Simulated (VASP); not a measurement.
# Rh4C3 (R-3m) in VASP: notebook, part 2 of 2

VASP 6.6.1. Earlier steps stand in the parts before.

## (3) Single point, PBE

INCAR

```
SYSTEM = Rh4C3
PREC = Accurate
ENCUT = 520
EDIFF = 1E-6
ISMEAR = -4
SIGMA = 0.1
LREAL = .False.
LASPH = .True.
NELM = 100
ALGO = Normal
ISIF = 2
LWAVE = .False.
LCHARG = .False.
GGA = PE
NBANDS = 45
```

KPOINTS

```
Automatic mesh
0
Gamma
  6 6 6
  0 0 0
```

POSCAR

```
Rh4C3
1.0
    3.2239530000      0.0000000000      0.0000000000
   -1.6119760000      2.7920260000      0.0000000000
   -1.6119760000      0.9306750000      8.0639200000
Rh C
4 3
Direct
    0.1280000000      0.8720000000      0.3840000000
    0.8720000000      0.1280000000      0.6160000000
    0.2930000000      0.7070000000      0.8790000000
    0.7070000000      0.2930000000      0.1210000000
    0.2170000000      0.7830000000      0.6510000000
    0.7830000000      0.2170000000      0.3490000000
    0.0000000000      0.0000000000      0.0000000000
```

Potentials or basis: VASP PAW PBE potentials, release 64 (Rh_pv, C).

The run is started by

```console
> cat potpaw_PBE.64/Rh_pv/POTCAR potpaw_PBE.64/C/POTCAR > POTCAR
> mpirun -np 1 vasp_std > vasp.out
```

OUTCAR:

```text
SYSTEM = Rh4C3
   PREC = Accurate
   ENCUT = 520
   EDIFF = 1E-6
   ISMEAR = -4
   LREAL = .False.
   LASPH = .True.
   NELM = 100
   ISIF = 2
   GGA = PE

 ion  position               nearest neighbor table
   1  0.128  0.872  0.384-   6 1.88   6 1.88   6 1.88   5 2.15   2 2.64   2 2.64   2 2.64   4 2.82
                             4 2.82   4 2.82
   2  0.872  0.128  0.616-   5 1.88   5 1.88   5 1.88   6 2.15   1 2.64   1 2.64   1 2.64   3 2.82
                             3 2.82   3 2.82
   3  0.293  0.707  0.879-   5 1.84   7 2.10   7 2.10   7 2.10   4 2.70   4 2.70   4 2.70   2 2.82
                             2 2.82   2 2.82
   4  0.707  0.293  0.121-   6 1.84   7 2.10   7 2.10   7 2.10   3 2.70   3 2.70   3 2.70   1 2.82
                             1 2.82   1 2.82
   5  0.217  0.783  0.651-   3 1.84   2 1.88   2 1.88   2 1.88   1 2.15
   6  0.783  0.217  0.349-   4 1.84   1 1.88   1 1.88   1 1.88   2 2.15
   7  0.000  0.000  0.000-   3 2.10   4 2.10   4 2.10   3 2.10   4 2.10   3 2.10

  LATTYP: Found a trigonal (rhomboedric) cell.
 ALAT       =     8.2759551299
 COS(alpha) =     0.9241227796

  Lattice vectors:

 A1 = (  -0.0000000000,  -1.8613510000,   8.0639200000)
 A2 = (   1.6119770000,   0.9306750000,   8.0639200000)
 A3 = (  -1.6119760000,   0.9306750000,   8.0639200000)

Analysis of symmetry for initial positions (statically):
=====================================================================
 Subroutine PRICEL returns:
 Original cell was already a primitive cell.

 Routine SETGRP: Setting up the symmetry group for a
 trigonal (rhombohedral) supercell.

 Subroutine GETGRP returns: Found 12 space group operations
 (whereof 12 operations were pure point group operations)
 out of a pool of 12 trial point group operations.

The static configuration has the point symmetry D_3d.

Analysis of symmetry for dynamics (positions and initial velocities):
=====================================================================
 Subroutine PRICEL returns:
 Original cell was already a primitive cell.

 Routine SETGRP: Setting up the symmetry group for a
 trigonal (rhombohedral) supercell.

 Subroutine GETGRP returns: Found 12 space group operations
 (whereof 12 operations were pure point group operations)
 out of a pool of 12 trial point group operations.

The dynamic configuration has the point symmetry D_3d.

 Subroutine INISYM returns: Found 12 space group operations
 (whereof 12 operations are pure point group operations),
 and found     1 'primitive' translations

----------------------------------------------------------------------------------------

                                     Primitive cell

  volume of cell :      72.5863

  direct lattice vectors                    reciprocal lattice vectors
     3.223953000  0.000000000  0.000000000     0.310178219  0.179081371  0.041336384
    -1.611976000  2.792026000  0.000000000     0.000000000  0.358162854 -0.041336374
    -1.611976000  0.930675000  8.063920000     0.000000000  0.000000000  0.124009167

  length of vectors
     3.223953000  3.223953444  8.275954830     0.360540375  0.360540325  0.124009167

  position of ions in fractional coordinates (direct lattice)
     0.128000000  0.872000000  0.384000000
     0.872000000  0.128000000  0.616000000
     0.293000000  0.707000000  0.879000000
     0.707000000  0.293000000  0.121000000
[... 49 lines left out ...]
  0.333333  0.166667 -0.000000     12.000000
[... 16 lines left out ...]
  0.500000  0.500000  0.166667      6.000000
  0.166667 -0.333333  0.166667     12.000000
 [... further k-points ...]
   k-points           NKPTS =     32   k-points in BZ     NKDIM =     32   number of bands    NBANDS=     45
   number of dos      NEDOS =    301   number of ions     NIONS =      7
   total plane-waves  NPLWV =  36864
   dimension x,y,z NGX =    24 NGY =   24 NGZ =   64
   dimension x,y,z NGXF=    48 NGYF=   48 NGZF=  128
   ions per type =               4   3
   NGX,Y,Z   is equivalent  to a cutoff of  12.38, 12.38, 12.86 a.u.
   NGXF,Y,Z  is equivalent  to a cutoff of  24.75, 24.75, 25.71 a.u.
 SYSTEM =  Rh4C3
   PREC   = accura    normal or accurate (medium, high low for compatibility)
   ISTART =      0    job   : 0-new  1-cont  2-samecut
   ICHARG =      2    charge: 1-file 2-atom 10-const
   ISPIN  =      1    spin polarized calculation?
   LNONCOLLINEAR =      F non collinear calculations
   LSORBIT =      F    spin-orbit coupling
   LASPH  =      T    aspherical Exc in radial PAW
   ENCUT  =  520.0 eV  38.22 Ry    6.18 a.u.   5.99  5.99 15.39*2*pi/ulx,y,z
   NELM   =    100;   NELMIN=  2; NELMDL= -5     # of ELM steps
   EDIFF  = 0.1E-05   stopping-criterion for ELM
   LREAL  =      F    real-space projection
   EDIFFG = 0.1E-04   stopping-criterion for IOM
   NSW    =      0    number of steps for IOM
   IBRION =     -1    ionic relax: 0-MD 1-quasi-New 2-CG
   NFREE  =      0    steps in history (QN), initial steepest desc. (CG)
   ISIF   =      2    stress and relaxation
   ISYM   =      2    0-nonsym 1-usesym 2-fastsym
   POTIM  = 0.5000    time-step for ionic-motion
   TEBEG  =    0.0;   TEEND  =   0.0 temperature during run
   PSTRESS=    0.0 pullay stress
   NELECT =      72.0000    total number of electrons
   NUPDOWN=      -1.0000    fix difference up-down
   EMIN   =  10.00;   EMAX   =-10.00  energy-range for DOS
   EFERMI =   0.00;   METHOD = LEGACY
   ISMEAR =    -4;   SIGMA  =   0.10  broadening in eV -4-tet -1-fermi 0-gaus
   EFERMI_NEDOS =   21; number of points for ismear=-14 and -15
   IALGO  =     38    algorithm
   IMIX   =      4    mixing-type and parameters
     AMIX     =   0.40;   BMIX     =  1.00
     AMIX_MAG =   1.60;   BMIX_MAG =  1.00
  volume/ion in A,a.u.               =      10.37        69.98
  Fermi-wavevector in a.u.,A,eV,Ry     =   1.632679  3.085316 36.268255  2.665642
  Thomas-Fermi vector in A             =   2.724610
   LORBIT       =      0    0 simple, 1 ext, 2 COOP (PROOUT), +10 PAW based schemes
   GGA     = PE    functional components
   LHFCALC =     F    Hartree Fock is set to
   AEXX    =    0.0000 exact exchange contribution
   IVDW    =     0    specifies the selected vdW correction
   LEPSILON=     F    determine dielectric tensor
   LRPA    =     F    only Hartree local field effects (RPA)
 non-spin polarized calculation
 Fermi weights with tetrahedron method witout Bloechl corrections
  energy-cutoff  :      520.00
  volume of cell :       72.59
 maximum number of plane-waves:      1982
   NGX = 11   NGY = 11   NGZ = 31

 number of electron      72.0000012 magnetization

 Free energy of the ion-electron system (eV)
  ---------------------------------------------------
  ext. energy  EPLUGINS =         0.00000000
  ---------------------------------------------------
  free energy    TOTEN  =       -51.24175466 eV

  energy without entropy =      -51.24175466  energy(sigma->0) =      -51.24175466

 E-fermi :  12.4553     XC(G=0): -13.6546

 val. band max:       12.7056587311   @ k =   0.3333   0.0000   0.1667
 cond. band min:      12.3247958884   @ k =   0.1667   0.3333   0.1667
 fundamental gap:     -0.3808628427
 Fermi energy:        12.4553375069

 k-point     1 :       0.0000    0.0000    0.0000
  band No.  band energies     occupation
      1     -35.7979      2.00000
      2     -35.6054      2.00000
      3     -35.6054      2.00000
      4     -35.5073      2.00000
      5     -35.4731      2.00000
      6     -35.4731      2.00000
[... 1141 lines left out ...]
     44      16.5465      0.00000
     45      18.3309      0.00000

 [... further k-points ...]

------------------------ aborting loop because EDIFF is reached ----------------------------------------

  FORCE on cell =-STRESS in cart. coord.  units (eV):
  Direction    XX          YY          ZZ          XY          YZ          ZX
  --------------------------------------------------------------------------------------
  -------------------------------------------------------------------------------------
  Total       22.1340092     22.1340219     26.2185660      0.0000040     -0.0000011      0.0000011
  in kB      488.5581897    488.5584702    578.7155431      0.0000875     -0.0000239      0.0000239
  external PRESSURE =     518.6107343 kB  Pullay stress =       0.0000000 kB

 VOLUME and BASIS-vectors are now :
 -----------------------------------------------------------------------------
  energy-cutoff  :      520.00
  volume of cell :       72.59
      direct lattice vectors                 reciprocal lattice vectors
     3.223953000  0.000000000  0.000000000     0.310178219  0.179081371  0.041336384
    -1.611976000  2.792026000  0.000000000     0.000000000  0.358162854 -0.041336374
    -1.611976000  0.930675000  8.063920000     0.000000000  0.000000000  0.124009167

 POSITION                                       TOTAL-FORCE (eV/Angst)
 -----------------------------------------------------------------------------------
     -1.61198      2.79203      3.09655        -0.000000      0.000000     -0.469268
      1.61198      0.93068      4.96737         0.000000     -0.000000      0.469268
     -1.61198      2.79203      7.08819         0.000000     -0.000000      1.487180
      1.61198      0.93068      0.97573        -0.000000      0.000000     -1.487180
     -1.61198      2.79203      5.24961        -0.000000      0.000000     -0.704308
      1.61198      0.93068      2.81431         0.000000     -0.000000      0.704308
      0.00000      0.00000      0.00000         0.000000     -0.000000      0.000000
 -----------------------------------------------------------------------------------
    total drift:                                0.000000      0.000000      0.000000

  FREE ENERGIE OF THE ION-ELECTRON SYSTEM (eV)
  ---------------------------------------------------
  free  energy   TOTEN  =       -51.2417546572 eV

  energy  without entropy=      -51.2417546572  energy(sigma->0) =      -51.24175466
```

Run time: 40 s. Hardware: 1 thread of Intel Xeon 6975P-C (Granite Rapids), shared host; peak memory 0.22 GiB.

Results:

* Free energy: -51.2418 eV
* Pressure: 51.9 GPa
* Largest force: 1.487 eV/Å
* Band gap on the k mesh: zero (bands 36 and 37 overlap by 1.55 eV)

Forces in eV/Å, atoms in the order of the input:
```
Rh   0.000  0.000 -0.469
Rh   0.000  0.000  0.469
Rh   0.000  0.000  1.487
Rh   0.000  0.000 -1.487
C    0.000  0.000 -0.704
C    0.000  0.000  0.704
C    0.000  0.000  0.000
```

Caveat: the k points lie up to 0.38 Å⁻¹ apart, too coarse for converged energies and pressures of a metal; forces of over 1 eV/Å act on the atoms, so gaps and moduli don't describe the material at rest.

## (4) Single point, PBE

INCAR

```
  PREC = Accurate
  ENCUT = 520
  EDIFF = 1E-6
  ISMEAR = -5
  SIGMA = 0.1
  LREAL = False
  LASPH = True
  NELM = 100
  ALGO = Normal
  ISIF = 2
  LWAVE = False
  LCHARG = False
  GGA = PE
  NBANDS = 45
```

KPOINTS

```
regular mesh
0
Gamma
  6 6 6
```

POSCAR is that of step 3.

The run is started by

```console
> cat potpaw_PBE.64/Rh_pv/POTCAR potpaw_PBE.64/C/POTCAR > POTCAR
> mpirun -np 1 vasp_std > vasp.out
```

Run time: 41 s. Hardware: 1 thread of Intel Xeon 6975P-C (Granite Rapids), shared host; peak memory 0.23 GiB.

Results (log left out):

```
Free energy            : -51.3722 eV
Pressure               : 51.5 GPa
Largest force          : 1.524 eV/Å
Band gap on the k mesh : zero (bands 36 and 37 overlap by 1.55 eV)
```

Forces on the atoms (eV/Å):
```
Rh   0.000  0.000 -0.465
Rh   0.000  0.000  0.465
Rh   0.000  0.000  1.524
Rh   0.000  0.000 -1.524
C    0.000  0.000 -0.741
C    0.000  0.000  0.741
C    0.000  0.000  0.000
```

Stress tensor (GPa, compression positive):
```
48.54  0.00  0.00
 0.00 48.54  0.00
 0.00  0.00 57.38
```

Levels at points of the mesh, in eV from the Fermi level:
```tsv
k point	band 34	band 35	band 36	band 37	band 38	band 39
(0.00, 0.00, 0.00)	-2.06	-1.28	-1.28	1.41	3.35	3.35
(0.50, 0.00, 0.00)	-1.99	-1.64	-1.24	0.02	0.56	0.92
(0.50, 0.50, 0.00)	-1.71	-1.37	-0.86	-0.75	0.16	0.47
(0.00, 0.00, 0.50)	-1.77	-1.51	-1.51	2.00	3.40	3.40
```

Caveat: the k points lie up to 0.38 Å⁻¹ apart, too coarse for converged energies and pressures of a metal; forces of over 1 eV/Å act on the atoms, so gaps and moduli don't describe the material at rest; tetrahedron occupations give inexact forces and stress in metals.

## (5) Single point, PBE

INCAR

```
SYSTEM = Rh4C3
ALGO = Normal
EDIFF = 1E-7
ENCUT = 520
GGA = PE
ISIF = 2
ISMEAR = 0
ISYM = 0
LASPH = .TRUE.
LCHARG = .FALSE.
LREAL = .FALSE.
LWAVE = .FALSE.
NBANDS = 45
NELM = 60
PREC = Accurate
SIGMA = 0.0262
```

KPOINTS

```
k-points
0
G
  6 6 6
  0 0 0
```

POSCAR is that of step 4.

Potentials or basis: VASP PAW PBE potentials, release 64 (Rh_pv, C).

The run is started by

```console
> cat potpaw_PBE.64/Rh_pv/POTCAR potpaw_PBE.64/C/POTCAR > POTCAR
> mpirun -np 1 vasp_std > vasp.out
```

OUTCAR:

```text
SYSTEM = Rh4C3
   EDIFF = 1E-7
   ENCUT = 520
   GGA = PE
   ISIF = 2
   ISMEAR = 0
   ISYM = 0
   LASPH = .TRUE.
   LREAL = .FALSE.
   NELM = 60
   PREC = Accurate

 ion  position               nearest neighbor table
   1  0.128  0.872  0.384-   6 1.88   6 1.88   6 1.88   5 2.15   2 2.64   2 2.64   2 2.64   4 2.82
                             4 2.82   4 2.82
   2  0.872  0.128  0.616-   5 1.88   5 1.88   5 1.88   6 2.15   1 2.64   1 2.64   1 2.64   3 2.82
                             3 2.82   3 2.82
   3  0.293  0.707  0.879-   5 1.84   7 2.10   7 2.10   7 2.10   4 2.70   4 2.70   4 2.70   2 2.82
                             2 2.82   2 2.82
   4  0.707  0.293  0.121-   6 1.84   7 2.10   7 2.10   7 2.10   3 2.70   3 2.70   3 2.70   1 2.82
[... 1328 lines left out ...]
  in kB      483.2340083    483.2287172    576.3912504     -0.0043003     -0.0005913      0.0009998
  external PRESSURE =     514.2846586 kB  Pullay stress =       0.0000000 kB

 VOLUME and BASIS-vectors are now :
 -----------------------------------------------------------------------------
  energy-cutoff  :      520.00
  volume of cell :       72.59
      direct lattice vectors                 reciprocal lattice vectors
     3.223953000  0.000000000  0.000000000     0.310178219  0.179081371  0.041336384
    -1.611976000  2.792026000  0.000000000     0.000000000  0.358162854 -0.041336374
    -1.611976000  0.930675000  8.063920000     0.000000000  0.000000000  0.124009167

 POSITION                                       TOTAL-FORCE (eV/Angst)
 -----------------------------------------------------------------------------------
     -1.61198      2.79203      3.09655        -0.000101      0.000054     -0.452203
      1.61198      0.93068      4.96737         0.000101     -0.000054      0.452131
     -1.61198      2.79203      7.08819        -0.000009      0.000005      1.520712
      1.61198      0.93068      0.97573         0.000009     -0.000005     -1.520649
     -1.61198      2.79203      5.24961         0.000017     -0.000014     -0.766258
      1.61198      0.93068      2.81431        -0.000016      0.000014      0.766280
      0.00000      0.00000      0.00000         0.000000     -0.000000     -0.000012
 -----------------------------------------------------------------------------------
    total drift:                               -0.000000      0.000001     -0.000142

  FREE ENERGIE OF THE ION-ELECTRON SYSTEM (eV)
  ---------------------------------------------------
  free  energy   TOTEN  =       -51.3652772419 eV

  energy  without entropy=      -51.3646440526  energy(sigma->0) =      -51.36496065
```

OSZICAR:

```text
N       E                     dE             d eps       ncg     rms          rms(c)
DAV:   1     0.901078622114E+03    0.90108E+03   -0.43763E+04 10096   0.182E+03
DAV:   2    -0.124877345653E+02   -0.91357E+03   -0.88803E+03 10655   0.559E+02
DAV:   3    -0.567152586442E+02   -0.44228E+02   -0.42839E+02 11113   0.125E+02
DAV:   4    -0.577509033389E+02   -0.10356E+01   -0.10310E+01 11374   0.183E+01
DAV:   5    -0.577658392971E+02   -0.14936E-01   -0.14927E-01 11177   0.221E+00    0.542E+01
DAV:   6    -0.523327537019E+02    0.54331E+01   -0.35839E+01 11706   0.392E+01    0.164E+01
DAV:   7    -0.521740999487E+02    0.15865E+00   -0.12623E+01 11286   0.290E+01    0.187E+01
DAV:   8    -0.519207049719E+02    0.25339E+00   -0.10626E+01 11347   0.213E+01    0.113E+01
DAV:   9    -0.513713659421E+02    0.54934E+00   -0.23525E+00 11584   0.106E+01    0.116E+00
DAV:  10    -0.513663564606E+02    0.50095E-02   -0.98767E-02 10936   0.219E+00    0.377E-01
DAV:  11    -0.513653315890E+02    0.10249E-02   -0.78178E-03 11435   0.708E-01    0.188E-01
DAV:  12    -0.513652757977E+02    0.55791E-04   -0.67098E-04 11667   0.157E-01    0.854E-02
DAV:  13    -0.513652822566E+02   -0.64589E-05   -0.86024E-05 11092   0.780E-02    0.316E-02
DAV:  14    -0.513652805691E+02    0.16875E-05   -0.43597E-05 11241   0.841E-02    0.178E-02
DAV:  15    -0.513652776055E+02    0.29636E-05   -0.93916E-06 11129   0.379E-02    0.378E-03
DAV:  16    -0.513652772228E+02    0.38270E-06   -0.12658E-06 11613   0.800E-03    0.177E-03
DAV:  17    -0.513652772419E+02   -0.19128E-07   -0.11998E-07  5766   0.389E-03
   1 F= -.51365277E+02 E0= -.51364961E+02  d E =-.633189E-03
```

stdout:

```text
POSCAR found type information on POSCAR RhC
 POSCAR found :  2 types and       7 ions
 scaLAPACK will be used
 LDA part: xc-table for (Slater+PW92), standard interpolation
 POSCAR, INCAR and KPOINTS ok, starting setup
 FFT: planning ... GRIDC
 FFT: planning ... GRID_SOFT
 FFT: planning ... GRID
 WAVECAR not read
 entering main loop
```

Run time: 2.4 min. Hardware: 1 thread of Intel Xeon 6975P-C (Granite Rapids), shared host; peak memory 0.38 GiB.

What came out:

| Quantity | Value |
| --- | --- |
| Free energy | -51.3653 eV |
| Pressure | 51.4 GPa |
| Largest force | 1.521 eV/Å |
| Band gap on the k mesh | zero (bands 36 and 37 overlap by 1.55 eV) |

Forces in eV/Å, atoms in the order of the input:
```
Rh   0.000  0.000 -0.452
Rh   0.000  0.000  0.452
Rh   0.000  0.000  1.521
Rh   0.000  0.000 -1.521
C    0.000  0.000 -0.766
C    0.000  0.000  0.766
C    0.000  0.000  0.000
```

Stress tensor (GPa, compression positive):
```
48.32  0.00  0.00
 0.00 48.32  0.00
 0.00  0.00 57.64
```

Levels at points of the mesh, in eV from the Fermi level:
```tsv
k point	band 33	band 34	band 35	band 36	band 37	band 38	band 39	band 40
(0.00, 0.00, 0.00)	-2.72	-2.08	-1.30	-1.30	1.39	3.32	3.32	3.53
(0.50, 0.00, 0.00)	-2.24	-2.02	-1.67	-1.26	0.00	0.53	0.89	1.24
(0.50, 0.50, 0.50)	-2.24	-2.02	-1.67	-1.26	0.00	0.53	0.89	1.24
(0.00, 0.50, 0.00)	-2.24	-2.02	-1.67	-1.26	0.00	0.53	0.89	1.24
(0.50, 0.50, 0.00)	-2.14	-1.74	-1.39	-0.88	-0.77	0.14	0.44	1.25
(0.50, 0.00, 0.50)	-2.14	-1.74	-1.39	-0.88	-0.77	0.14	0.44	1.25
(0.00, 0.50, 0.50)	-2.14	-1.74	-1.39	-0.88	-0.77	0.14	0.44	1.25
(0.00, 0.00, 0.50)	-1.80	-1.80	-1.53	-1.53	1.97	3.38	3.38	3.57
```

Caveat: the k points lie up to 0.38 Å⁻¹ apart, too coarse for converged energies and pressures of a metal; forces of over 1 eV/Å act on the atoms, so gaps and moduli don't describe the material at rest.
